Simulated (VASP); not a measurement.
Here is a VASP 6.6.1 calculation.

The input INCAR:

```
ALGO     = Normal         # electronic algorithm
EDIFF    = 1E-6           # SCF threshold, eV
ENCUT    = 500            # plane-wave cutoff, eV
GGA      = PE             # functional
GGA_COMPAT= F            
ISIF     = 2              # what is computed and relaxed
ISMEAR   = 0              # smearing method
LASPH    = T              # aspherical terms in the spheres
LCHARG   = F              # write CHGCAR
LREAL    = F              # projectors in reciprocal space
LWAVE    = F              # write WAVECAR
NBANDS   = 11             # bands
NELM     = 120            # most SCF steps
PREC     = Accurate       # precision mode
SIGMA    = 0.1            # smearing width, eV
```

Contents of KPOINTS:

```
k-points
0
Gamma
  6 6 6
```

File POSCAR:

```
BP
1.0
    0.0000000000      2.5684415563      2.5684415563
    2.5684415563      0.0000000000      2.5684415563
    2.5684415563      2.5684415563      0.0000000000
B P
1 1
Direct
    0.0000000000      0.0000000000      0.0000000000
    0.7500000000      0.7500000000      0.7500000000
```

Potentials or basis: VASP PAW PBE potentials, release 64 (B, P).

Launch:

```console
$ cat potpaw_PBE.64/B/POTCAR potpaw_PBE.64/P/POTCAR > POTCAR
$ mpirun -np 1 vasp_std > vasp.out
```

Q: What does it give for the pressure?

A: -28.5 GPa.

Q: Predict the band gap on the k mesh.

A: 1.69 eV, indirect (least direct gap 2.49 eV).

Caveat: the cell differs from its parent crystal (Al replaced by B, lengths x 0.903, strained). A k mesh can miss the band edges.
